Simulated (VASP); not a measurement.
# BN (Cmcm) in VASP: a series of runs

BN is run at these levels: r2SCAN; tasks: single point.

Program: VASP 6.6.1. These are calculated values, not measurements. Logs are shortened: lines on timing, memory, paths and dates and some standing lists are left out, and cuts for length are marked.

### 1 The cell of the first run

It takes space group Cmcm (No. 63, orthorhombic). The conventional cell has a = 2.601 Å, b = 4.331 Å, c = 6.524 Å, α = 90.00°, β = 90.00°, γ = 90.00°. B (site symmetry m2m) has 3 N at 1.45 to 1.48 Å within 1.9 Å. N (site symmetry m2m) has 3 B at 1.45 to 1.48 Å within 1.9 Å.

### 2 Single point, r2SCAN (uniaxial x strain +4.0%)

POSCAR reads:

```
BN
1.0
    2.6013561779      0.0000000000      0.0000000000
   -1.3006780890      2.1655681384      0.0000000000
    0.0000000000      0.0000000000      6.5236379111
B N
2 2
Direct
    0.3408844731      0.6817689463      0.2500000000
    0.6591155269      0.3182310537      0.7500000000
    0.3236562334      0.6473124668      0.7500000000
    0.6763437666      0.3526875332      0.2500000000
```

INCAR.step1 reads:

```
  PREC = Accurate
  ENCUT = 520
  ISMEAR = 0
  SIGMA = 0.01
  LREAL = F
  LASPH = T
  NELM = 60
  NBANDS = 16
  GGA = PE
  ALGO = Normal
  EDIFF = 1E-4
  LWAVE = T
  LCHARG = F
```

INCAR.step2 reads:

```
  PREC = Accurate
  ENCUT = 520
  EDIFF = 1E-6
  ISMEAR = 0
  SIGMA = 0.01
  LREAL = F
  LASPH = T
  NELM = 60
  ALGO = Normal
  ISIF = 2
  LWAVE = F
  LCHARG = F
  METAGGA = R2SCAN
  LMIXTAU = T
  NBANDS = 16
  ISTART = 1
```

KPOINTS reads:

```
Automatic mesh
0
Gamma
  12 12 4
```

Potentials or basis: VASP PAW PBE potentials, release 64 (B, N).

Run with:

```console
> cat potpaw_PBE.64/B/POTCAR potpaw_PBE.64/N/POTCAR > POTCAR
> cp INCAR.step1 INCAR
> mpirun -np 1 vasp_std > vasp.out
> cp INCAR.step2 INCAR
> mpirun -np 1 vasp_std > vasp.out
```

OUTCAR:

```text
PREC = Accurate
   ENCUT = 520
   EDIFF = 1E-6
   ISMEAR = 0
   LREAL = F
   LASPH = T
   NELM = 60
   ISIF = 2
   METAGGA = R2SCAN
   ISTART = 1

 ion  position               nearest neighbor table
   1  0.341  0.682  0.250-   4 1.45   4 1.48   4 1.48
   2  0.659  0.318  0.750-   3 1.45   3 1.48   3 1.48
   3  0.324  0.647  0.750-   2 1.45   2 1.48   2 1.48
   4  0.676  0.353  0.250-   1 1.45   1 1.48   1 1.48

  Warning from LATTYP: Monoclinic adjustment (A1->A3, A2->A1, A3->A2)!
  LATTYP: Found a base centered orthorhombic cell.
 ALAT       =     2.6013561779
 B/A-ratio  =     1.6649531939
 C/A-ratio  =     2.5077834272

  Lattice vectors:

 A1 = (   1.3006780890,  -2.1655681384,   0.0000000000)
 A2 = (   1.3006780889,   2.1655681384,   0.0000000000)
 A3 = (   0.0000000000,   0.0000000000,   6.5236379111)

Analysis of symmetry for initial positions (statically):
=====================================================================
 Subroutine PRICEL returns:
 Original cell was already a primitive cell.

 Routine SETGRP: Setting up the symmetry group for a
 base centered orthorhombic supercell.

 Subroutine GETGRP returns: Found  8 space group operations
 (whereof  4 operations were pure point group operations)
 out of a pool of  8 trial point group operations.

The static configuration has the point symmetry C_2h.
 The point group associated with its full space group is D_2h.

Analysis of symmetry for dynamics (positions and initial velocities):
=====================================================================
 Subroutine PRICEL returns:
 Original cell was already a primitive cell.

 Routine SETGRP: Setting up the symmetry group for a
 base centered orthorhombic supercell.

 Subroutine GETGRP returns: Found  8 space group operations
 (whereof  4 operations were pure point group operations)
 out of a pool of  8 trial point group operations.

The dynamic configuration has the point symmetry C_2h.
 The point group associated with its full space group is D_2h.

 Subroutine INISYM returns: Found  8 space group operations
 (whereof  4 operations are pure point group operations),
 and found     1 'primitive' translations

----------------------------------------------------------------------------------------

                                     Primitive cell

  volume of cell :      36.7504

  direct lattice vectors                    reciprocal lattice vectors
     2.601356178  0.000000000  0.000000000     0.384414871  0.230886293  0.000000000
    -1.300678089  2.165568138  0.000000000     0.000000000  0.461772586  0.000000000
     0.000000000  0.000000000  6.523637911     0.000000000  0.000000000  0.153288704

  length of vectors
     2.601356178  2.526152975  6.523637911     0.448423097  0.461772586  0.153288704

  position of ions in fractional coordinates (direct lattice)
     0.340884473  0.681768946  0.250000000
     0.659115527  0.318231054  0.750000000
     0.323656233  0.647312467  0.750000000
     0.676343767  0.352687533  0.250000000

  ion indices of the primitive-cell ions
   primitive index   ion index
                 1           1
                 2           2
                 3           3
                 4           4

----------------------------------------------------------------------------------------

 KPOINTS: Automatic mesh

Automatic generation of k-mesh.
 Grid dimensions read from file:
 generate k-points for:   12   12    4

 Generating k-lattice:

  Cartesian coordinates                     Fractional coordinates (reciprocal lattice)
     0.032034573  0.019240524  0.000000000     0.083333333  0.000000000  0.000000000
     0.000000000  0.038481049  0.000000000     0.000000000  0.083333333  0.000000000
     0.000000000  0.000000000  0.038322176     0.000000000  0.000000000  0.250000000

  Length of vectors
     0.037368591  0.038481049  0.038322176

  Shift w.r.t. Gamma in fractional coordinates (k-lattice)
     0.000000000  0.000000000  0.000000000

 Subroutine IBZKPT returns following result:
 ===========================================

 Found    129 irreducible k-points:

 Following reciprocal coordinates:
            Coordinates               Weight
  0.000000  0.000000  0.000000      1.000000
  0.083333 -0.000000  0.000000      4.000000
  0.166667  0.000000  0.000000      4.000000
  0.250000  0.000000  0.000000      4.000000
  0.333333 -0.000000  0.000000      4.000000
  0.416667  0.000000  0.000000      4.000000
[... 16 lines left out ...]
  0.333333  0.166667  0.000000      4.000000
  0.416667  0.166667  0.000000      4.000000
 [... further k-points ...]
   k-points           NKPTS =    129   k-points in BZ     NKDIM =    129   number of bands    NBANDS=     16
   number of dos      NEDOS =    301   number of ions     NIONS =      4
   total plane-waves  NPLWV =  20000
   dimension x,y,z NGX =    20 NGY =   20 NGZ =   50
   dimension x,y,z NGXF=    40 NGYF=   40 NGZF=  100
   ions per type =               2   2
   NGX,Y,Z   is equivalent  to a cutoff of  12.78, 13.16, 12.74 a.u.
   NGXF,Y,Z  is equivalent  to a cutoff of  25.56, 26.32, 25.48 a.u.
 SYSTEM =  unknown system
   PREC   = accura    normal or accurate (medium, high low for compatibility)
   ISTART =      1    job   : 0-new  1-cont  2-samecut
   ICHARG =      0    charge: 1-file 2-atom 10-const
   ISPIN  =      1    spin polarized calculation?
   LNONCOLLINEAR =      F non collinear calculations
   LSORBIT =      F    spin-orbit coupling
   LASPH  =      T    aspherical Exc in radial PAW
   ENCUT  =  520.0 eV  38.22 Ry    6.18 a.u.   4.84  4.70 12.13*2*pi/ulx,y,z
   NELM   =     60;   NELMIN=  2; NELMDL=  0     # of ELM steps
   EDIFF  = 0.1E-05   stopping-criterion for ELM
   LREAL  =      F    real-space projection
   EDIFFG = 0.1E-04   stopping-criterion for IOM
   NSW    =      0    number of steps for IOM
   IBRION =     -1    ionic relax: 0-MD 1-quasi-New 2-CG
   NFREE  =      0    steps in history (QN), initial steepest desc. (CG)
   ISIF   =      2    stress and relaxation
   ISYM   =      2    0-nonsym 1-usesym 2-fastsym
   POTIM  = 0.5000    time-step for ionic-motion
   TEBEG  =    0.0;   TEEND  =   0.0 temperature during run
   PSTRESS=    0.0 pullay stress
   NELECT =      16.0000    total number of electrons
   NUPDOWN=      -1.0000    fix difference up-down
   EMIN   =  10.00;   EMAX   =-10.00  energy-range for DOS
   EFERMI =   0.00;   METHOD = LEGACY
   ISMEAR =     0;   SIGMA  =   0.01  broadening in eV -4-tet -1-fermi 0-gaus
   EFERMI_NEDOS =   21; number of points for ismear=-14 and -15
   IALGO  =     38    algorithm
   IMIX   =      4    mixing-type and parameters
     AMIX     =   0.40;   BMIX     =  1.00
     AMIX_MAG =   1.60;   BMIX_MAG =  1.00
  volume/ion in A,a.u.               =       9.19        62.00
  Fermi-wavevector in a.u.,A,eV,Ry     =   1.240779  2.344732 20.946600  1.539532
  Thomas-Fermi vector in A             =   2.375205
   LORBIT       =      0    0 simple, 1 ext, 2 COOP (PROOUT), +10 PAW based schemes
   METAGGA = R2SCAN    functional components
   LHFCALC =     F    Hartree Fock is set to
   AEXX    =    0.0000 exact exchange contribution
   IVDW    =     0    specifies the selected vdW correction
   LEPSILON=     F    determine dielectric tensor
   LRPA    =     F    only Hartree local field effects (RPA)
 non-spin polarized calculation
 Gauss-broadening in eV      SIGMA  =   0.01
  energy-cutoff  :      520.00
  volume of cell :       36.75
 maximum number of plane-waves:      1006
   NGX =  9   NGY =  9   NGZ = 25

 number of electron      15.9999996 magnetization

 Free energy of the ion-electron system (eV)
  ---------------------------------------------------
  ext. energy  EPLUGINS =         0.00000000
  ---------------------------------------------------
  free energy    TOTEN  =       -38.44268662 eV

  energy without entropy =      -38.44268662  energy(sigma->0) =      -38.44268662

 E-fermi :   2.1506     XC(G=0): -10.7333

 val. band max:        2.0399753459   @ k =   0.2500   0.3333   0.0000
 cond. band min:       6.6571590337   @ k =   0.5000   0.0000   0.0000
 fundamental gap:      4.6171836878
 Fermi energy:         2.1506230711

 k-point     1 :       0.0000    0.0000    0.0000
  band No.  band energies     occupation
      1     -16.5526      2.00000
      2     -16.2139      2.00000
      3      -4.2540      2.00000
      4      -1.8350      2.00000
      5       0.3504      2.00000
      6       0.4064      2.00000
[... 8 lines left out ...]
     15      14.8595      0.00000
     16      15.5505      0.00000

 k-point     2 :       0.0833   -0.0000    0.0000
  band No.  band energies     occupation
      1     -16.4195      2.00000
      2     -16.0858      2.00000
      3      -4.0717      2.00000
      4      -1.6739      2.00000
      5      -0.1782      2.00000
      6      -0.1268      2.00000
[... 8 lines left out ...]
     15      15.0031      0.00000
     16      15.1883      0.00000

 k-point     3 :       0.1667    0.0000    0.0000
  band No.  band energies     occupation
      1     -16.0282      2.00000
      2     -15.7102      2.00000
      3      -3.5316      2.00000
      4      -1.6207      2.00000
      5      -1.5592      2.00000
      6      -1.2019      2.00000
[... 8 lines left out ...]
     15      16.0468      0.00000
     16      16.4924      0.00000

 k-point     4 :       0.2500    0.0000    0.0000
  band No.  band energies     occupation
      1     -15.4082      2.00000
      2     -15.1184      2.00000
      3      -3.4442      2.00000
      4      -3.3589      2.00000
      5      -2.6597      2.00000
      6      -0.9183      2.00000
[... 8 lines left out ...]
     15      18.1283      0.00000
     16      18.4321      0.00000
[... 324 lines left out ...]
 k-point    22 :       0.2500    0.1667    0.0000
  band No.  band energies     occupation
      1     -14.2341      2.00000
      2     -14.0111      2.00000
      3      -5.2546      2.00000
      4      -5.1847      2.00000
      5      -2.7849      2.00000
      6      -2.6989      2.00000
[... 8 lines left out ...]
     15      16.3580      0.00000
     16      17.8142      0.00000

 k-point    23 :       0.3333    0.1667    0.0000
  band No.  band energies     occupation
      1     -13.5362      2.00000
      2     -13.3919      2.00000
      3      -6.4061      2.00000
      4      -6.3164      2.00000
      5      -3.2955      2.00000
      6      -3.1977      2.00000
[... 8 lines left out ...]
     15      16.8251      0.00000
     16      19.5409      0.00000

 k-point    24 :       0.4167    0.1667    0.0000
  band No.  band energies     occupation
      1     -13.2456      2.00000
      2     -13.1706      2.00000
      3      -6.8090      2.00000
      4      -6.7169      2.00000
      5      -3.5014      2.00000
      6      -3.3983      2.00000
[... 8 lines left out ...]
     15      17.1591      0.00000
     16      21.2230      0.00000

 [... further k-points ...]
[... 5 lines left out ...]
  --------------------------------------------------------------------------------------
  -------------------------------------------------------------------------------------
  Total       -7.4842698     -1.4290829      0.2720234      0.0000000      0.0000000      0.0000000
  in kB     -326.2860443    -62.3026431     11.8591994      0.0000000      0.0000000      0.0000000
  external PRESSURE =    -125.5764960 kB  Pullay stress =       0.0000000 kB

 VOLUME and BASIS-vectors are now :
 -----------------------------------------------------------------------------
  energy-cutoff  :      520.00
  volume of cell :       36.75
      direct lattice vectors                 reciprocal lattice vectors
     2.601356178  0.000000000  0.000000000     0.384414871  0.230886293  0.000000000
    -1.300678089  2.165568138  0.000000000     0.000000000  0.461772586  0.000000000
     0.000000000  0.000000000  6.523637911     0.000000000  0.000000000  0.153288704

 POSITION                                       TOTAL-FORCE (eV/Angst)
 -----------------------------------------------------------------------------------
     -0.00000      1.47642      1.63091        -0.000000      0.001055      0.000000
      1.30068      0.68915      4.89273         0.000000     -0.001055      0.000000
     -0.00000      1.40180      4.89273        -0.000000      0.001977      0.000000
      1.30068      0.76377      1.63091         0.000000     -0.001977     -0.000000
 -----------------------------------------------------------------------------------
    total drift:                                0.000000     -0.000000      0.000000

  FREE ENERGIE OF THE ION-ELECTRON SYSTEM (eV)
  ---------------------------------------------------
  free  energy   TOTEN  =       -38.4426866249 eV

  energy  without entropy=      -38.4426866249  energy(sigma->0) =      -38.44268662
```

Run time: 2.3 min. Hardware: 1 thread of Intel Xeon Platinum 8559C (Emerald Rapids), shared host; peak memory 0.19 GiB.

What came out:

```yaml
Free_energy: -38.4427 eV
Pressure: -12.6 GPa
Band_gap_on_the_k_mesh: 4.62 eV, indirect (least direct gap 4.93 eV)
```

Stress tensor (GPa, compression positive):
```
-32.63   0.00   0.00
  0.00  -6.23   0.00
  0.00   0.00   1.19
```

Levels at points of the mesh, in eV from the valence-band top:
```csv
k point,band 6,band 7,band 8,band 9,band 10,band 11
"(0.00, 0.00, 0.00)",-1.63,-1.35,-1.30,5.63,10.98,11.28
"(0.50, 0.00, 0.00)",-4.00,-1.67,-0.56,4.62,6.09,9.90
"(0.00, 0.50, 0.00)",-4.64,-1.38,-0.22,4.72,6.35,8.95
"(0.00, 0.00, 0.50)",-1.66,-1.32,-1.32,8.12,8.12,11.52
"(0.50, 0.00, 0.50)",-4.04,-1.07,-1.07,5.04,5.04,10.35
"(0.00, 0.50, 0.50)",-4.69,-0.78,-0.78,5.26,5.26,9.15
```

Caveat: the cell differs from its parent crystal (uniaxial x strain +4.0%); the PAW data sets were made with another functional, which shifts forces and pressure a little. A k mesh can miss the band edges.

(Continued in part 2 of 2.)
